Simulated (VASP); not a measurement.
# Si12BH5Cl2 in VASP: single point with PBE+D3(BJ)

Aim: the single point of Si12BH5Cl2 with PBE+D3(BJ).

Everything below comes from runs of VASP 6.6.1. Logs are shortened: lines on timing, memory, paths and dates and some standing lists are left out, and cuts for length are marked.

## Step 1: The cell of the first run

The cell holds a slab with vacuum, 40 atoms: a = 7.667 Å, b = 7.667 Å, c = 31.006 Å, α = 90.00°, β = 90.00°, γ = 90.00°.

## Step 2: Single point, PBE+D3(BJ)

Input file INCAR:

```
SYSTEM = Si12BH5Cl2
PREC     = Accurate       ! precision mode
ENCUT    = 420            ! plane-wave cutoff, eV
EDIFF    = 1E-6           ! SCF threshold, eV
ISMEAR   = 0              ! smearing method
SIGMA    = 0.05           ! smearing width, eV
LREAL    = Auto         
LASPH    = .TRUE.         ! aspherical terms in the spheres
NELM     = 120            ! most SCF steps
ALGO     = Normal         ! electronic algorithm
ISIF     = 2              ! what is computed and relaxed
LWAVE    = .FALSE.        ! write WAVECAR
LCHARG   = .FALSE.        ! write CHGCAR
LDIPOL   = .TRUE.       
IDIPOL   = 3            
DIPOL    = 0.5 0.5 0.469
GGA      = PE             ! functional
IVDW     = 12             ! dispersion correction
NBANDS   = 96             ! bands
GGA_COMPAT= .FALSE.      
NELMDL   = -8
```

Input file KPOINTS:

```
Automatic mesh
0
G
  2 2 1
  0 0 0
```

Input file POSCAR:

```
Si12BH5Cl2
1.0
    7.6671877233      0.0000000000      0.0000000000
    0.0000000000      7.6671877233      0.0000000000
    0.0000000000      0.0000000000     31.0057005398
Si H Cl B
24 10 4 2
Direct
    0.4065111020      0.2500000000      0.3201669315
    0.4065111020      0.7500000000      0.3201669315
    0.0934888980      0.2500000000      0.3201669315
    0.0934888980      0.7500000000      0.3201669315
    0.5000000000      0.5000000000      0.3638808320
    0.5000000000      0.0000000000      0.3638808320
    0.0000000000      0.5000000000      0.3638808320
    0.0000000000      0.0000000000      0.3638808320
    0.7500000000      0.5000000000      0.4075947325
    0.7500000000      0.0000000000      0.4075947325
    0.2500000000      0.5000000000      0.4075947325
    0.2500000000      0.0000000000      0.4075947325
    0.7505463810      0.7500238020      0.4489418754
    0.7496783711      0.2499600277      0.4492812048
    0.2501269627      0.7500421335      0.4532149797
    0.2500711361      0.2499644961      0.4534727846
   -0.0084040877      0.7503542988      0.4951447839
   -0.0086258138      0.2501695987      0.4954583432
    0.5091275801      0.7500196472      0.4949263027
    0.5083927614      0.2495029471      0.4956911237
    0.9076724331     -0.0001859253      0.5341241958
    0.9071210318      0.5007918065      0.5339106459
    0.5932872200     -0.0013202598      0.5340845883
    0.5930352527      0.5007409841      0.5338670789
    0.9754986227     -0.0014272038      0.5796045843
    0.9730549439      0.5030470266      0.5794245221
    0.5263209629     -0.0056409728      0.5795117103
    0.5269335643      0.5045292492      0.5794884580
    0.1685165122      0.2138230421      0.6482494703
    0.2780027286      0.4409211243      0.6353438640
    0.0217125255      0.4350736820      0.6532468050
    0.2178322697      0.3825338609      0.6981954533
    0.2372183857      0.2683938717      0.5859462095
    0.4284033107      0.2195900114      0.6323215224
    0.5011937580      0.2500248021      0.2578629340
    0.5010240132      0.7499998321      0.2578503736
   -0.0010605733      0.2499868747      0.2578499113
   -0.0011725332      0.7499533655      0.2578666092
    0.1613727729      0.3761122600      0.6622866650
    0.2895650165      0.2774374562      0.6222679874
```

Potentials or basis: VASP PAW PBE potentials, release 64 (Si, H, Cl, B).

Started as:

```sh
cat potpaw_PBE.64/Si/POTCAR potpaw_PBE.64/H/POTCAR potpaw_PBE.64/Cl/POTCAR potpaw_PBE.64/B/POTCAR > POTCAR
mpirun -np 1 vasp_std > vasp.out
```

OUTCAR:

```text
SYSTEM = Si12BH5Cl2
   PREC = Accurate
   ENCUT = 420
   EDIFF = 1E-6
   ISMEAR = 0
   LREAL = Auto
   LASPH = .TRUE.
   NELM = 120
   ISIF = 2
   GGA = PE
   IVDW = 12
   NELMDL = -8
 IVDW          = 12

 ion  position               nearest neighbor table
   1  0.407  0.250  0.320-  35 2.06   3 2.40   6 2.45   5 2.45
   2  0.407  0.750  0.320-  36 2.06   4 2.40   6 2.45   5 2.45
   3  0.093  0.250  0.320-  37 2.06   1 2.40   8 2.45   7 2.45
   4  0.093  0.750  0.320-  38 2.06   2 2.40   8 2.45   7 2.45
   5  0.500  0.500  0.364-   9 2.35  11 2.35   1 2.45   2 2.45
   6  0.500  0.000  0.364-  10 2.35  12 2.35   1 2.45   2 2.45
[... 16 lines left out ...]
  23  0.593  0.999  0.534-  27 1.50  19 2.35  20 2.35  21 2.41
  24  0.593  0.501  0.534-  28 1.50  19 2.35  20 2.35  22 2.41
  25  0.975  0.999  0.580-  21 1.50
  26  0.973  0.503  0.579-  22 1.50
  27  0.526  0.994  0.580-  23 1.50
  28  0.527  0.505  0.579-  24 1.50
  29  0.169  0.214  0.648-  39 1.32  40 1.32
  30  0.278  0.441  0.635-  40 1.32  39 1.32
  31  0.022  0.435  0.653-  39 1.20
  32  0.218  0.383  0.698-  39 1.20
  33  0.237  0.268  0.586-  40 1.20
  34  0.428  0.220  0.632-  40 1.19
  35  0.501  0.250  0.258-   1 2.06
  36  0.501  0.750  0.258-   2 2.06
  37  0.999  0.250  0.258-   3 2.06
  38  0.999  0.750  0.258-   4 2.06
  39  0.161  0.376  0.662-  32 1.20  31 1.20  29 1.32  30 1.32  40 1.75
  40  0.290  0.277  0.622-  34 1.19  33 1.20  30 1.32  29 1.32  39 1.75

  LATTYP: Found a simple tetragonal cell.
 ALAT       =     7.6671877233
 C/A-ratio  =     4.0439469671

  Lattice vectors:

 A1 = (   7.6671877233,   0.0000000000,   0.0000000000)
 A2 = (   0.0000000000,   7.6671877233,   0.0000000000)
 A3 = (   0.0000000000,   0.0000000000,  31.0057005398)

Analysis of symmetry for initial positions (statically):
=====================================================================
 Subroutine PRICEL returns:
 Original cell was already a primitive cell.

 Routine SETGRP: Setting up the symmetry group for a
 simple tetragonal supercell.

 Subroutine GETGRP returns: Found  1 space group operations
 (whereof  1 operations were pure point group operations)
 out of a pool of 16 trial point group operations.

The static configuration has the point symmetry C_1 .

Analysis of symmetry for dynamics (positions and initial velocities):
=====================================================================
 Subroutine PRICEL returns:
 Original cell was already a primitive cell.

 Routine SETGRP: Setting up the symmetry group for a
 simple tetragonal supercell.

 Subroutine GETGRP returns: Found  1 space group operations
 (whereof  1 operations were pure point group operations)
 out of a pool of 16 trial point group operations.

The dynamic configuration has the point symmetry C_1 .

 Subroutine INISYM returns: Found  1 space group operations
 (whereof  1 operations are pure point group operations),
 and found     1 'primitive' translations

----------------------------------------------------------------------------------------

                                     Primitive cell

  volume of cell :    1822.6939

  direct lattice vectors                    reciprocal lattice vectors
     7.667187723  0.000000000  0.000000000     0.130425918  0.000000000  0.000000000
     0.000000000  7.667187723  0.000000000     0.000000000  0.130425918  0.000000000
     0.000000000  0.000000000 31.005700540     0.000000000  0.000000000  0.032252134

  length of vectors
     7.667187723  7.667187723 31.005700540     0.130425918  0.130425918  0.032252134

  position of ions in fractional coordinates (direct lattice)
     0.406511102  0.250000000  0.320166931
     0.406511102  0.750000000  0.320166931
     0.093488898  0.250000000  0.320166931
     0.093488898  0.750000000  0.320166931
     0.500000000  0.500000000  0.363880832
     0.500000000  0.000000000  0.363880832
[... 32 lines left out ...]
     0.161372773  0.376112260  0.662286665
     0.289565016  0.277437456  0.622267987

  ion indices of the primitive-cell ions
   primitive index   ion index
                 1           1
                 2           2
                 3           3
                 4           4
                 5           5
                 6           6
[... 32 lines left out ...]
                39          39
                40          40

----------------------------------------------------------------------------------------

 KPOINTS: Automatic mesh

Automatic generation of k-mesh.
 Grid dimensions read from file:
 generate k-points for:    2    2    1

 Generating k-lattice:

  Cartesian coordinates                     Fractional coordinates (reciprocal lattice)
     0.065212959  0.000000000  0.000000000     0.500000000  0.000000000  0.000000000
     0.000000000  0.065212959  0.000000000     0.000000000  0.500000000  0.000000000
     0.000000000  0.000000000  0.032252134     0.000000000  0.000000000  1.000000000

  Length of vectors
     0.065212959  0.065212959  0.032252134

  Shift w.r.t. Gamma in fractional coordinates (k-lattice)
     0.000000000  0.000000000  0.000000000

 Subroutine IBZKPT returns following result:
 ===========================================

 Found      4 irreducible k-points:

 Following reciprocal coordinates:
            Coordinates               Weight
  0.000000  0.000000  0.000000      1.000000
  0.500000  0.000000  0.000000      1.000000
  0.000000  0.500000  0.000000      1.000000
  0.500000  0.500000  0.000000      1.000000
   k-points           NKPTS =      4   k-points in BZ     NKDIM =      4   number of bands    NBANDS=     96
   number of dos      NEDOS =    301   number of ions     NIONS =     40
   total plane-waves  NPLWV = 612360
   dimension x,y,z NGX =    54 NGY =   54 NGZ =  210
   dimension x,y,z NGXF=   108 NGYF=  108 NGZF=  420
   ions per type =              24  10   4   2
   NGX,Y,Z   is equivalent  to a cutoff of  11.71, 11.71, 11.26 a.u.
   NGXF,Y,Z  is equivalent  to a cutoff of  23.42, 23.42, 22.52 a.u.
 SYSTEM =  Si12BH5Cl2
   PREC   = accura    normal or accurate (medium, high low for compatibility)
   ISTART =      0    job   : 0-new  1-cont  2-samecut
   ICHARG =      2    charge: 1-file 2-atom 10-const
   ISPIN  =      1    spin polarized calculation?
   LNONCOLLINEAR =      F non collinear calculations
   LSORBIT =      F    spin-orbit coupling
   LASPH  =      T    aspherical Exc in radial PAW
   ENCUT  =  420.0 eV  30.87 Ry    5.56 a.u.  12.81 12.81 51.81*2*pi/ulx,y,z
   NELM   =    120;   NELMIN=  2; NELMDL= -8     # of ELM steps
   EDIFF  = 0.1E-05   stopping-criterion for ELM
   LREAL  =      T    real-space projection
   EDIFFG = 0.1E-04   stopping-criterion for IOM
   NSW    =      0    number of steps for IOM
   IBRION =     -1    ionic relax: 0-MD 1-quasi-New 2-CG
   NFREE  =      0    steps in history (QN), initial steepest desc. (CG)
   ISIF   =      2    stress and relaxation
   ISYM   =      2    0-nonsym 1-usesym 2-fastsym
   POTIM  = 0.5000    time-step for ionic-motion
   TEBEG  =    0.0;   TEEND  =   0.0 temperature during run
   PSTRESS=    0.0 pullay stress
   NELECT =     140.0000    total number of electrons
   NUPDOWN=      -1.0000    fix difference up-down
   EMIN   =  10.00;   EMAX   =-10.00  energy-range for DOS
   EFERMI =   0.00;   METHOD = LEGACY
   ISMEAR =     0;   SIGMA  =   0.05  broadening in eV -4-tet -1-fermi 0-gaus
   EFERMI_NEDOS =   21; number of points for ismear=-14 and -15
   IALGO  =     38    algorithm
   IMIX   =      4    mixing-type and parameters
     AMIX     =   0.40;   BMIX     =  1.00
     AMIX_MAG =   1.60;   BMIX_MAG =  1.00
  volume/ion in A,a.u.               =      45.57       307.50
  Fermi-wavevector in a.u.,A,eV,Ry     =   0.695899  1.315059  6.588969  0.484276
  Thomas-Fermi vector in A             =   1.778800
   LORBIT       =      0    0 simple, 1 ext, 2 COOP (PROOUT), +10 PAW based schemes
   GGA     = PE    functional components
   LHFCALC =     F    Hartree Fock is set to
   AEXX    =    0.0000 exact exchange contribution
   IVDW    =    12    specifies the selected vdW correction
   LEPSILON=     F    determine dielectric tensor
   LRPA    =     F    only Hartree local field effects (RPA)
 non-spin polarized calculation
 Gauss-broadening in eV      SIGMA  =   0.05
  energy-cutoff  :      420.00
  volume of cell :     1822.69
 maximum number of plane-waves:     35651
 NGX is ok and might be reduce to    54
   NGX = 25   NGY = 25   NGZ =103

 dipolmoment           0.000000      0.000000      0.089054 electrons x Angstroem

 number of electron     139.9999994 magnetization

 dipolmoment           0.000000      0.000000     -0.310508 electrons x Angstroem

 Free energy of the ion-electron system (eV)
  ---------------------------------------------------
  ext. energy  EPLUGINS =         0.00000000
  ---------------------------------------------------
  free energy    TOTEN  =      -187.90064693 eV

  energy without entropy =     -187.90064693  energy(sigma->0) =     -187.90064693

 E-fermi :  -1.2804     XC(G=0):  -3.8168

 val. band max:       -1.5356117185   @ k =   0.5000   0.0000   0.0000
 cond. band min:      -0.7553879483   @ k =   0.0000   0.0000   0.0000
 fundamental gap:      0.7802237702
 Fermi energy:        -1.2803731997

 k-point     1 :       0.0000    0.0000    0.0000
  band No.  band energies     occupation
      1     -17.4668      2.00000
      2     -17.3456      2.00000
      3     -17.3074      2.00000
      4     -17.1998      2.00000
      5     -13.6152      2.00000
      6     -13.2735      2.00000
[... 74 lines left out ...]
     81       0.7743      0.00000
     82       0.8404      0.00000

 k-point     2 :       0.5000    0.0000    0.0000
  band No.  band energies     occupation
      1     -17.4254      2.00000
      2     -17.3513      2.00000
      3     -17.3070      2.00000
      4     -17.2406      2.00000
      5     -13.6133      2.00000
      6     -12.9801      2.00000
[... 74 lines left out ...]
     81       0.8777      0.00000
     82       0.9769      0.00000

 k-point     3 :       0.0000    0.5000    0.0000
  band No.  band energies     occupation
      1     -17.4087      2.00000
      2     -17.4054      2.00000
      3     -17.2559      2.00000
      4     -17.2526      2.00000
      5     -13.6141      2.00000
      6     -12.7452      2.00000
[... 74 lines left out ...]
     81       0.9708      0.00000
     82       1.1741      0.00000

 k-point     4 :       0.5000    0.5000    0.0000
  band No.  band energies     occupation
      1     -17.3686      2.00000
      2     -17.3653      2.00000
      3     -17.2983      2.00000
      4     -17.2951      2.00000
      5     -13.6130      2.00000
      6     -12.4417      2.00000
[... 74 lines left out ...]
     81       1.2777      0.00000
     82       1.5119      0.00000
 [bands above 82 left out]

------------------------ aborting loop because EDIFF is reached ----------------------------------------

 vacuum level on the upper side and lower side of the slab       (xc-potential included)        -0.543         0.429

 Edisp (eV)   -6.90114

 E8    (eV) :    -2.8267

  FORCE on cell =-STRESS in cart. coord.  units (eV):
  Direction    XX          YY          ZZ          XY          YZ          ZX
  --------------------------------------------------------------------------------------
  -------------------------------------------------------------------------------------
  Total      -7.63715    -2.42844    -7.50660    -0.12301    -0.02990    -0.03810
  in kB      -6.71317    -2.13464    -6.59843    -0.10813    -0.02628    -0.03349
  external pressure =       -5.15 kB  Pullay stress =        0.00 kB

 VOLUME and BASIS-vectors are now :
 -----------------------------------------------------------------------------
  energy-cutoff  :      420.00
  volume of cell :     1822.69
      direct lattice vectors                 reciprocal lattice vectors
     7.667187723  0.000000000  0.000000000     0.130425918  0.000000000  0.000000000
     0.000000000  7.667187723  0.000000000     0.000000000  0.130425918  0.000000000
     0.000000000  0.000000000 31.005700540     0.000000000  0.000000000  0.032252134

 POSITION                                       TOTAL-FORCE (eV/Angst)
 -----------------------------------------------------------------------------------
      3.11680      1.91680      9.92700         0.677831     -0.001533      1.090273
      3.11680      5.75039      9.92700         0.677520      0.000572      1.092287
      0.71680      1.91680      9.92700        -0.675089      0.000644      1.089862
      0.71680      5.75039      9.92700        -0.678547      0.000342      1.093850
      3.83359      3.83359     11.28238        -0.912284     -0.001826     -1.073715
      3.83359      0.00000     11.28238        -0.911250      0.004712     -1.074850
[... 32 lines left out ...]
      1.23728      2.88372     20.53466         0.018595     -0.020217     -0.017373
      2.22015      2.12717     19.29385        -0.011952      0.021181      0.021908
 -----------------------------------------------------------------------------------
    total drift:                                0.003011     -0.000660     -0.020171

  FREE ENERGIE OF THE ION-ELECTRON SYSTEM (eV)
  ---------------------------------------------------
  free  energy   TOTEN  =      -194.8017901751 eV

  energy  without entropy=     -194.8017901751  energy(sigma->0) =     -194.80179018

 vacuum level on the upper side and lower side of the slab         2.949         3.928
```

It took 23 min on 1 thread of AMD EPYC 7R13 (Zen 3), shared host; peak memory 1.3 GiB.

What came out:

| Quantity | Value |
| --- | --- |
| Free energy | -194.8018 eV |
| Largest force | 1.409 eV/Å |
| Band gap on the k mesh | 0.78 eV (least direct gap 0.91 eV) |
| Dispersion energy per atom | -0.173 eV |

Forces on the atoms (eV/Å):
```
Si   0.678 -0.002  1.090
Si   0.678  0.001  1.092
Si  -0.675  0.001  1.090
Si  -0.679  0.000  1.094
Si  -0.912 -0.002 -1.074
Si  -0.911  0.005 -1.075
Si   0.910 -0.013 -1.074
Si   0.911  0.010 -1.075
Si   0.006 -0.040 -0.943
Si  -0.003  0.038 -0.950
Si   0.003 -0.020  0.832
Si   0.002  0.020  0.827
Si   0.000  0.003 -0.003
Si  -0.001 -0.001 -0.002
Si   0.000  0.001  0.003
Si   0.001 -0.001  0.002
Si  -0.004 -0.001 -0.003
Si  -0.003  0.000  0.001
Si   0.003 -0.001 -0.001
Si   0.005  0.001  0.000
Si   0.003  0.000  0.002
Si   0.004  0.002  0.002
Si  -0.002 -0.001  0.005
Si  -0.004  0.001  0.005
H   -0.004 -0.001 -0.007
H   -0.005  0.000 -0.006
H    0.001  0.001 -0.004
H    0.002 -0.001 -0.006
H   -0.010 -0.007  0.002
H    0.004  0.007 -0.007
H   -0.014  0.006  0.002
H    0.002  0.000  0.011
H   -0.003 -0.002 -0.008
H    0.010 -0.006 -0.001
Cl  -0.017  0.000  0.043
Cl  -0.017  0.000  0.043
Cl   0.017  0.000  0.043
Cl   0.017  0.000  0.043
B    0.019 -0.020 -0.017
B   -0.012  0.021  0.022
```
